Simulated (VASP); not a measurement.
# Se (C2/c) in VASP: further runs

Se is run at these levels: PBE; tasks: relaxation of cell and atoms, single point.

Everything below comes from runs of VASP 6.6.1. Logs are shortened: lines on timing, memory, paths and dates and some standing lists are left out, and cuts for length are marked.

## 1. The cell of the first run

Symmetry: C2/c, No. 15, monoclinic system. Conventional cell: a = 5.917 Å, b = 5.895 Å, c = 10.278 Å, α = 90.00°, β = 103.15°, γ = 90.00°. Within 3.1 Å of Se (site symmetry 1) lie 3 Se at 2.35 to 2.71 Å. Within 3.6 Å of Se (site symmetry -1) lie 8 Se at 2.71 to 3.59 Å.

## 2. Relaxation of cell and atoms, PBE

The input, INCAR:

```
PREC     = Accurate       # precision mode
ENCUT    = 600            # plane-wave cutoff, eV
EDIFF    = 1E-6           # SCF threshold, eV
ISMEAR   = 0              # smearing method
SIGMA    = 0.02           # smearing width, eV
LREAL    = False          # projectors in reciprocal space
LASPH    = True           # aspherical terms in the spheres
NELM     = 100            # most SCF steps
ALGO     = Normal         # electronic algorithm
ISIF     = 3              # what is computed and relaxed
LWAVE    = False          # write WAVECAR
LCHARG   = False          # write CHGCAR
GGA      = PE             # functional
IBRION   = 2              # ionic algorithm
NSW      = 100            # ionic steps
EDIFFG   = -0.01          # ionic threshold
```

The input, KPOINTS:

```
regular mesh
0
Gamma
  10 10 4
```

The input, POSCAR:

```
Se
1.0
    2.9586723542     -2.9473463090      0.0000000000
    2.9586723542      2.9473463090      0.0000000000
   -2.3382131776      0.0000000000     10.0089117418
Se
6
Direct
    0.1192520721      0.4621543569      0.4025386479
    0.5378456431      0.8807479279      0.0974613521
    0.8807479279      0.5378456431      0.5974613521
    0.4621543569      0.1192520721      0.9025386479
    0.0000000000      0.5000000000      0.0000000000
    0.5000000000      0.0000000000      0.5000000000
```

Potentials or basis: VASP PAW PBE potentials, release 64 (Se).

On the command line:

```console
$ cat potpaw_PBE.64/Se/POTCAR > POTCAR
$ mpirun -np 1 vasp_std > vasp.out
```

OUTCAR:

```text
PREC = Accurate
   ENCUT = 600
   EDIFF = 1E-6
   ISMEAR = 0
   LREAL = False
   LASPH = True
   NELM = 100
   ISIF = 3
   GGA = PE
   IBRION = 2
   NSW = 100
   EDIFFG = -0.01

 ion  position               nearest neighbor table
   1  0.119  0.462  0.403-   3 2.35   6 2.71   6 2.71
   2  0.538  0.881  0.097-   4 2.35   5 2.71   5 2.71
   3  0.881  0.538  0.597-   1 2.35   6 2.71   6 2.71
   4  0.462  0.119  0.903-   2 2.35   5 2.71   5 2.71
   5  0.000  0.500  0.000-   2 2.71   4 2.71   2 2.71   4 2.71
   6  0.500  0.000  0.500-   1 2.71   3 2.71   3 2.71   1 2.71

  LATTYP: Found a base centered monoclinic cell.
 ALAT       =     5.9173447084
 B/A-ratio  =     0.9961719164
 C/A-ratio  =     1.7369957082
 COS(beta)  =    -0.2274879982

  Lattice vectors:

 A1 = (   2.9586723542,  -2.9473463090,   0.0000000000)
 A2 = (   2.9586723542,   2.9473463090,   0.0000000000)
 A3 = (  -2.3382131776,   0.0000000000,  10.0089117418)

Analysis of symmetry for initial positions (statically):
=====================================================================
 Subroutine PRICEL returns:
 Original cell was already a primitive cell.

 Routine SETGRP: Setting up the symmetry group for a
 base centered monoclinic supercell.

 Subroutine GETGRP returns: Found  4 space group operations
 (whereof  2 operations were pure point group operations)
 out of a pool of  4 trial point group operations.

The static configuration has the point symmetry S_2 .
 The point group associated with its full space group is C_2h.

Analysis of symmetry for dynamics (positions and initial velocities):
=====================================================================
 Subroutine PRICEL returns:
 Original cell was already a primitive cell.

 Routine SETGRP: Setting up the symmetry group for a
 base centered monoclinic supercell.

 Subroutine GETGRP returns: Found  4 space group operations
 (whereof  2 operations were pure point group operations)
 out of a pool of  4 trial point group operations.

The dynamic configuration has the point symmetry S_2 .
 The point group associated with its full space group is C_2h.

 Subroutine INISYM returns: Found  4 space group operations
 (whereof  2 operations are pure point group operations),
 and found     1 'primitive' translations

----------------------------------------------------------------------------------------

                                     Primitive cell

  volume of cell :     174.5601

  direct lattice vectors                    reciprocal lattice vectors
     2.958672354 -2.947346309  0.000000000     0.168994718 -0.169644130  0.039479385
     2.958672354  2.947346309  0.000000000     0.168994718  0.169644130  0.039479385
    -2.338213178  0.000000000 10.008911742     0.000000000  0.000000000  0.099910962

  length of vectors
     4.176193526  4.176193526 10.278402362     0.242686974  0.242686974  0.099910962

  position of ions in fractional coordinates (direct lattice)
     0.119252072  0.462154357  0.402538648
     0.537845643  0.880747928  0.097461352
     0.880747928  0.537845643  0.597461352
     0.462154357  0.119252072  0.902538648
     0.000000000  0.500000000  0.000000000
     0.500000000  0.000000000  0.500000000

  ion indices of the primitive-cell ions
   primitive index   ion index
                 1           1
                 2           2
                 3           3
                 4           4
                 5           5
                 6           6

----------------------------------------------------------------------------------------

 KPOINTS: regular mesh

Automatic generation of k-mesh.
 Grid dimensions read from file:
 generate k-points for:   10   10    4

 Generating k-lattice:

  Cartesian coordinates                     Fractional coordinates (reciprocal lattice)
     0.016899472 -0.016964413  0.003947938     0.100000000  0.000000000 -0.000000000
     0.016899472  0.016964413  0.003947938     0.000000000  0.100000000 -0.000000000
     0.000000000  0.000000000  0.024977740     0.000000000  0.000000000  0.250000000

  Length of vectors
     0.024268697  0.024268697  0.024977740

  Shift w.r.t. Gamma in fractional coordinates (k-lattice)
     0.000000000  0.000000000  0.000000000

 Subroutine IBZKPT returns following result:
 ===========================================

 Found    117 irreducible k-points:

 Following reciprocal coordinates:
            Coordinates               Weight
  0.000000  0.000000  0.000000      1.000000
  0.100000  0.000000 -0.000000      4.000000
  0.200000  0.000000 -0.000000      4.000000
  0.300000  0.000000 -0.000000      4.000000
  0.400000 -0.000000 -0.000000      4.000000
  0.500000 -0.000000  0.000000      2.000000
[... 16 lines left out ...]
  0.300000  0.300000 -0.000000      2.000000
  0.400000  0.300000  0.000000      4.000000
 [... further k-points ...]
   k-points           NKPTS =    117   k-points in BZ     NKDIM =    117   number of bands    NBANDS=     22
   number of dos      NEDOS =    301   number of ions     NIONS =      6
   total plane-waves  NPLWV = 108864
   dimension x,y,z NGX =    36 NGY =   36 NGZ =   84
   dimension x,y,z NGXF=    72 NGYF=   72 NGZF=  168
   ions per type =               6
   NGX,Y,Z   is equivalent  to a cutoff of  14.33, 14.33, 13.59 a.u.
   NGXF,Y,Z  is equivalent  to a cutoff of  28.66, 28.66, 27.17 a.u.
 SYSTEM =  unknown system
   PREC   = accura    normal or accurate (medium, high low for compatibility)
   ISTART =      0    job   : 0-new  1-cont  2-samecut
   ICHARG =      2    charge: 1-file 2-atom 10-const
   ISPIN  =      1    spin polarized calculation?
   LNONCOLLINEAR =      F non collinear calculations
   LSORBIT =      F    spin-orbit coupling
   LASPH  =      T    aspherical Exc in radial PAW
   ENCUT  =  600.0 eV  44.10 Ry    6.64 a.u.   8.34  8.34 20.53*2*pi/ulx,y,z
   NELM   =    100;   NELMIN=  2; NELMDL= -5     # of ELM steps
   EDIFF  = 0.1E-05   stopping-criterion for ELM
   LREAL  =      F    real-space projection
   EDIFFG = -.1E-01   stopping-criterion for IOM
   NSW    =    100    number of steps for IOM
   IBRION =      2    ionic relax: 0-MD 1-quasi-New 2-CG
   NFREE  =      1    steps in history (QN), initial steepest desc. (CG)
   ISIF   =      3    stress and relaxation
   ISYM   =      2    0-nonsym 1-usesym 2-fastsym
   POTIM  = 0.5000    time-step for ionic-motion
   TEBEG  =    0.0;   TEEND  =   0.0 temperature during run
   PSTRESS=    0.0 pullay stress
   NELECT =      36.0000    total number of electrons
   NUPDOWN=      -1.0000    fix difference up-down
   EMIN   =  10.00;   EMAX   =-10.00  energy-range for DOS
   EFERMI =   0.00;   METHOD = LEGACY
   ISMEAR =     0;   SIGMA  =   0.02  broadening in eV -4-tet -1-fermi 0-gaus
   EFERMI_NEDOS =   21; number of points for ismear=-14 and -15
   IALGO  =     38    algorithm
   IMIX   =      4    mixing-type and parameters
     AMIX     =   0.40;   BMIX     =  1.00
     AMIX_MAG =   1.60;   BMIX_MAG =  1.00
  volume/ion in A,a.u.               =      29.09       196.33
  Fermi-wavevector in a.u.,A,eV,Ry     =   0.967225  1.827790 12.728571  0.935524
  Thomas-Fermi vector in A             =   2.097092
   LORBIT       =      0    0 simple, 1 ext, 2 COOP (PROOUT), +10 PAW based schemes
   GGA     = PE    functional components
   LHFCALC =     F    Hartree Fock is set to
   AEXX    =    0.0000 exact exchange contribution
   IVDW    =     0    specifies the selected vdW correction
   LEPSILON=     F    determine dielectric tensor
   LRPA    =     F    only Hartree local field effects (RPA)
 conjugate gradient relaxation of ions
 non-spin polarized calculation
 Gauss-broadening in eV      SIGMA  =   0.02
  energy-cutoff  :      600.00
  volume of cell :      174.56
 maximum number of plane-waves:      5867
 NGX is ok and might be reduce to    36
   NGX = 17   NGY = 17   NGZ = 41

--------------------------------------- Ionic step        1  -------------------------------------------

 number of electron      35.9999999 magnetization

 Free energy of the ion-electron system (eV)
  ---------------------------------------------------
  ext. energy  EPLUGINS =         0.00000000
  ---------------------------------------------------
  free energy    TOTEN  =       -20.07617459 eV

  energy without entropy =      -20.07617459  energy(sigma->0) =      -20.07617459

------------------------ aborting loop because EDIFF is reached ----------------------------------------

  FORCE on cell =-STRESS in cart. coord.  units (eV):
  Direction    XX          YY          ZZ          XY          YZ          ZX
  --------------------------------------------------------------------------------------
  -------------------------------------------------------------------------------------
  Total       -0.0301751     -0.1483465      0.1186227      0.0000000      0.0000000     -0.1407428
  in kB       -0.2769587     -1.3615795      1.0887638      0.0000000      0.0000000     -1.2917902
  external PRESSURE =      -0.1832581 kB  Pullay stress =       0.0000000 kB
[... 105 lines left out ...]
  energy  without entropy=      -20.0765469764  energy(sigma->0) =      -20.07654698

--------------------------------------- Ionic step        4  -------------------------------------------

 number of electron      36.0000000 magnetization

 Free energy of the ion-electron system (eV)
  ---------------------------------------------------
  ext. energy  EPLUGINS =         0.00000000
  ---------------------------------------------------
  free energy    TOTEN  =       -20.07660176 eV

  energy without entropy =      -20.07660176  energy(sigma->0) =      -20.07660176

 E-fermi :   2.2392     XC(G=0):  -8.5165

 val. band max:        2.1544435947   @ k =   0.5000   0.5000   0.0000
 cond. band min:       2.6612643887   @ k =   0.2000   0.0000   0.5000
 fundamental gap:      0.5068207940
 Fermi energy:         2.2392040479

 k-point     1 :       0.0000    0.0000    0.0000
  band No.  band energies     occupation
      1     -13.4003      2.00000
      2     -13.3007      2.00000
      3      -9.5923      2.00000
      4      -9.3060      2.00000
      5      -9.1373      2.00000
      6      -9.1095      2.00000
[... 574 lines left out ...]
      6      -8.9275      2.00000
[... 14 lines left out ...]
     21       4.3342      0.00000
     22       4.5010      0.00000

 [... further k-points ...]

------------------------ aborting loop because EDIFF is reached ----------------------------------------

  FORCE on cell =-STRESS in cart. coord.  units (eV):
  Direction    XX          YY          ZZ          XY          YZ          ZX
  --------------------------------------------------------------------------------------
  -------------------------------------------------------------------------------------
  Total        0.0389566      0.0399873      0.0370412      0.0000000      0.0000000     -0.0277509
  in kB        0.3580402      0.3675135      0.3404362      0.0000000      0.0000000     -0.2550519
  external PRESSURE =       0.3553300 kB  Pullay stress =       0.0000000 kB
[... 21 lines left out ...]
  FREE ENERGIE OF THE ION-ELECTRON SYSTEM (eV)
  ---------------------------------------------------
  free  energy   TOTEN  =       -20.0766017625 eV

  energy  without entropy=      -20.0766017625  energy(sigma->0) =      -20.07660176

 reached required accuracy - stopping structural energy minimisation
```

Run time: 11 min. Hardware: 1 thread of Intel Xeon Platinum 8488C (Sapphire Rapids), shared host; peak memory 0.61 GiB.

What came out:

| Item | Value |
| --- | --- |
| Free energy | -20.0766 eV |
| Relaxed volume | 29.05 Å³/atom |
| Relaxed cell | a = 4.172 Å, b = 4.172 Å, c = 10.290 Å, α = 99.37°, β = 99.37°, γ = 89.69° |
| Space group after relaxing (to 0.05 Å) | C2/c (No. 15) |
| Energy gained by relaxing | 0.1 meV/atom |
| Ionic steps | 4 |
| Pressure after relaxing | 0.0 GPa |
| Largest force after relaxing | 0.007 eV/Å |
| Band gap on the k mesh | 0.51 eV, indirect (least direct gap 1.14 eV) |

Forces on the atoms (eV/Å):
```
Se  -0.006  0.004 -0.002
Se   0.006  0.004  0.002
Se   0.006 -0.004  0.002
Se  -0.006 -0.004 -0.002
Se   0.000  0.000  0.000
Se   0.000  0.000  0.000
```

Step by step:
```tsv
step	energy change (eV)	largest force (eV/Å)	pressure (GPa)	volume (Å³)
1	0.0000	0.0386	-0.02	174.56
2	-0.0004	0.0276	-0.03	174.48
3	-0.0004	0.0180	-0.03	174.49
4	-0.0004	0.0072	0.04	174.32
```

Final structure:
```
Se
1.0
     2.95794   -2.94220   -0.00368
     2.95794    2.94220   -0.00368
    -2.35010    0.00000   10.01831
Se
6
Direct
  0.11954 0.46205 0.40252
  0.53795 0.88046 0.09748
  0.88046 0.53795 0.59748
  0.46205 0.11954 0.90252
  0.00000 0.50000 0.00000
  0.50000 0.00000 0.50000
```

Caveat: this functional lacks dispersion, which binds the layers, so the pressure and a relaxed spacing across them are unreliable.

(Continued in part 2 of 2.)
